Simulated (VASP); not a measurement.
## GaN (zincblende type): single point with PBE

Crystal: GaN (zincblende type).

```xyz
2
Lattice="0.0000 2.2742 2.2742 2.2742 0.0000 2.2742 2.2742 2.2742 0.0000" Properties=species:S:1:pos:R:3 pbc="T T T"
Ga    0.0000    0.0000    0.0000
N     1.1371    1.1371    1.1371
```

```json
{"Program": "VASP 6.6.1", "Task": "single point", "Functional": "PBE", "Potentials or basis": "VASP PAW PBE potentials, release 64 (Ga_d, N)", "Cutoff": "520 eV", "k mesh": "13 × 13 × 13", "Occupations": "fermi-dirac, width 0.02 eV", "Spin": "no spin polarisation"}
```

```yaml
Pressure: 0.1 GPa
Band_gap_on_the_k_mesh: 1.55 eV
```

Levels at points of the mesh, in eV from the valence-band top:
```
           k point  band 7  band 8  band 9  band 10  band 11  band 12
(0.00, 0.00, 0.00)    0.00    0.00    0.00     1.55    10.13    10.13
```

It took 48 s on 1 thread of Intel Xeon 8259CL, on a shared host, peak memory 0.16 GiB.
